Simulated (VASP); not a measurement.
# Sn (Fd-3m) in VASP: further runs, part 2 of 2

VASP 6.6.1. Earlier steps stand in the parts before.

### 3 Single point, PBE

Input file INCAR:

```
ALGO     = Fast           # electronic algorithm
EDIFF    = 1E-6           # SCF threshold, eV
ENCUT    = 520            # plane-wave cutoff, eV
GGA      = PE             # functional
ISIF     = 2              # what is computed and relaxed
ISMEAR   = 0              # smearing method
LASPH    = True           # aspherical terms in the spheres
LCHARG   = False          # write CHGCAR
LREAL    = False          # projectors in reciprocal space
LWAVE    = False          # write WAVECAR
NBANDS   = 21             # bands
NELM     = 100            # most SCF steps
PREC     = Accurate       # precision mode
SIGMA    = 0.023          # smearing width, eV
```

Input file KPOINTS:

```
k-points
0
Gamma
  7 7 7
```

Input file POSCAR:

```
Sn
1.0
    0.0000000000      3.2333428000      3.2333428000
    3.2333428000      0.0000000000      3.2333428000
    3.2333428000      3.2333428000      0.0000000000
Sn
2
Direct
    0.7500000000      0.7500000000      0.7500000000
    0.5000000000      0.5000000000      0.5000000000
```

Potentials or basis: VASP PAW PBE potentials, release 64 (Sn_d).

Command:

```console
$ cat potpaw_PBE.64/Sn_d/POTCAR > POTCAR
$ mpirun -np 1 vasp_std > vasp.out
```

It took 29 s on 1 thread of Intel Xeon Platinum 8488C (Sapphire Rapids), shared host; peak memory 0.2 GiB.

It converged, with:

* Free energy: -7.6098 eV
* Pressure: 3.8 GPa
* Band gap on the k mesh: zero (band 14 reaches 5.84 eV, above the bottom of band 15 at 5.80 eV)

Levels at points of the mesh, in eV from the Fermi level:
```tsv
k point	band 11	band 12	band 13	band 14	band 15	band 16	band 17	band 18
(0.00, 0.00, 0.00)	-10.71	-0.60	0.05	0.05	0.05	2.13	2.13	2.13
```

Caveat: spin-orbit coupling is left out, which moves the levels of the heavy elements.

### 4 Single point, PBE

Input file INCAR:

```
ALGO = Normal
EDIFF = 1E-6
ENCUT = 520
GGA = PE
ISIF = 2
ISMEAR = 0
LASPH = T
LCHARG = F
LREAL = F
LWAVE = F
NBANDS = 21
NELM = 100
PREC = Accurate
SIGMA = 0.024
```

KPOINTS is that of step 3.

POSCAR is that of step 3.

Potentials or basis: VASP PAW PBE potentials, release 64 (Sn_d).

Command:

```console
$ cat potpaw_PBE.64/Sn_d/POTCAR > POTCAR
$ mpirun -np 1 vasp_std > vasp.out
```

OUTCAR:

```text
EDIFF = 1E-6
   ENCUT = 520
   GGA = PE
   ISIF = 2
   ISMEAR = 0
   LASPH = T
   LREAL = F
   NELM = 100
   PREC = Accurate

 ion  position               nearest neighbor table
   1  0.750  0.750  0.750-   2 2.80   2 2.80   2 2.80   2 2.80
   2  0.500  0.500  0.500-   1 2.80   1 2.80   1 2.80   1 2.80

  LATTYP: Found a face centered cubic cell.
 ALAT       =     6.4666856000

  Lattice vectors:

 A1 = (   0.0000000000,   3.2333428000,   3.2333428000)
 A2 = (   3.2333428000,   0.0000000000,   3.2333428000)
 A3 = (   3.2333428000,   3.2333428000,   0.0000000000)

Analysis of symmetry for initial positions (statically):
=====================================================================
 Subroutine PRICEL returns:
 Original cell was already a primitive cell.

 Routine SETGRP: Setting up the symmetry group for a
 face centered cubic supercell.

 Subroutine GETGRP returns: Found 48 space group operations
 (whereof 24 operations were pure point group operations)
 out of a pool of 48 trial point group operations.

The static configuration has the point symmetry T_d .
[... 154 lines left out ...]
  ---------------------------------------------------
  free energy    TOTEN  =        -7.60984296 eV

  energy without entropy =       -7.60959039  energy(sigma->0) =       -7.60971668

 E-fermi :   5.7928     XC(G=0):  -8.9196

 val. band max:        5.4864968640   @ k =   0.1429   0.0000   0.0000
 cond. band min:       5.8042543354   @ k =   0.4286   0.0000   0.0000
 fundamental gap:      0.3177574715
 Fermi energy:         5.7927817630

 k-point     1 :       0.0000    0.0000    0.0000
  band No.  band energies     occupation
      1     -15.9469      2.00000
      2     -15.9469      2.00000
      3     -15.9469      2.00000
      4     -15.8859      2.00000
      5     -15.8859      2.00000
      6     -15.5681      2.00000
[... 469 lines left out ...]
     20      14.5171      0.00000
     21      16.3113      0.00000

------------------------ aborting loop because EDIFF is reached ----------------------------------------

  FORCE on cell =-STRESS in cart. coord.  units (eV):
  Direction    XX          YY          ZZ          XY          YZ          ZX
  --------------------------------------------------------------------------------------
  -------------------------------------------------------------------------------------
  Total        1.5954918      1.5954918      1.5954918      0.0000000      0.0000000     -0.0000000
  in kB       37.8111517     37.8111517     37.8111517      0.0000000      0.0000000     -0.0000000
  external PRESSURE =      37.8111517 kB  Pullay stress =       0.0000000 kB

 VOLUME and BASIS-vectors are now :
 -----------------------------------------------------------------------------
  energy-cutoff  :      520.00
  volume of cell :       67.61
      direct lattice vectors                 reciprocal lattice vectors
     0.000000000  3.233342800  3.233342800    -0.154638723  0.154638723  0.154638723
     3.233342800  0.000000000  3.233342800     0.154638723 -0.154638723  0.154638723
     3.233342800  3.233342800  0.000000000     0.154638723  0.154638723 -0.154638723

 POSITION                                       TOTAL-FORCE (eV/Angst)
 -----------------------------------------------------------------------------------
      4.85001      4.85001      4.85001         0.000000      0.000000      0.000000
      3.23334      3.23334      3.23334        -0.000000     -0.000000     -0.000000
 -----------------------------------------------------------------------------------
    total drift:                                0.000000      0.000000      0.000000

  FREE ENERGIE OF THE ION-ELECTRON SYSTEM (eV)
  ---------------------------------------------------
  free  energy   TOTEN  =        -7.6098429637 eV

  energy  without entropy=       -7.6095903899  energy(sigma->0) =       -7.60971668
```

stdout:

```text
POSCAR found type information on POSCAR Sn
 POSCAR found :  1 types and       2 ions
 scaLAPACK will be used
 LDA part: xc-table for (Slater+PW92), standard interpolation
 POSCAR, INCAR and KPOINTS ok, starting setup
 FFT: planning ... GRIDC
 FFT: planning ... GRID_SOFT
 FFT: planning ... GRID
 WAVECAR not read
 entering main loop
```

Wall time 27 s (1 thread of Intel Xeon Platinum 8488C (Sapphire Rapids), shared host); peak memory 0.2 GiB.

Results:

```yaml
Free_energy: -7.6098 eV
Pressure: 3.8 GPa
Band_gap_on_the_k_mesh: zero (band 14 reaches 5.84 eV, above the bottom of band 15 at 5.80 eV)
```

Levels at points of the mesh, in eV from the Fermi level:
```csv
k point,band 12,band 13,band 14,band 15,band 16,band 17
"(0.00, 0.00, 0.00)",-0.60,0.05,0.05,0.05,2.13,2.13
```

Caveat: spin-orbit coupling is left out, which moves the levels of the heavy elements.

### 5 Single point, LDA

Input file INCAR:

```
SYSTEM = Sn
ALGO = Normal
EDIFF = 1E-6
ENCUT = 520
GGA = CA
ISIF = 2
ISMEAR = -1
LASPH = .TRUE.
LCHARG = .TRUE.
LELF = .TRUE.
LREAL = .FALSE.
LVHAR = .TRUE.
LWAVE = .FALSE.
NBANDS = 21
NELM = 100
PREC = Accurate
SIGMA = 0.05
```

Input file KPOINTS:

```
k-points
0
G
  7 7 7
  0 0 0
```

POSCAR is that of step 4.

Potentials or basis: VASP PAW LDA potentials, release 64 (Sn_d).

Command:

```console
$ cat potpaw_LDA.64/Sn_d/POTCAR > POTCAR
$ mpirun -np 1 vasp_std > vasp.out
```

Wall time 11 s (1 thread of Intel Xeon 6975P-C (Granite Rapids), shared host); peak memory 0.17 GiB.

It converged, with:

```yaml
Free_energy: -8.9255 eV
Pressure: 0.2 GPa
Band_gap_on_the_k_mesh: zero (band 14 reaches 5.57 eV, above the bottom of band 15 at 5.43 eV)
```

Levels at points of the mesh, in eV from the Fermi level:
| k point | band 12 | band 13 | band 14 | band 15 | band 16 | band 17 |
| --- | --- | --- | --- | --- | --- | --- |
| (0.00, 0.00, 0.00) | -0.63 | 0.18 | 0.18 | 0.18 | 2.24 | 2.24 |

Caveat: spin-orbit coupling is left out, which moves the levels of the heavy elements.

### 6 The runs side by side

| level | potentials or basis | smearing | gap on the mesh (eV) | pressure (GPa) |
| --- | --- | --- | --- | --- |
| PBE | VASP PAW PBE potentials, release 64 (Sn_d) | gaussian 0.022 eV | none | 3.8 |
| PBE | VASP PAW PBE potentials, release 64 (Sn_d) | gaussian 0.023 eV | none | 3.8 |
| PBE | VASP PAW PBE potentials, release 64 (Sn_d) | gaussian 0.024 eV | none | 3.8 |
| LDA | VASP PAW LDA potentials, release 64 (Sn_d) | fermi-dirac 0.05 eV | none | 0.2 |

Alike in all rows: task single point; no spin polarisation; cell as given; k mesh 7 × 7 × 7; cutoff (eV) 520.

Caveats: spin-orbit coupling is left out, which moves the levels of the heavy elements.

Absolute energies hang on the potentials; compare differences alone.
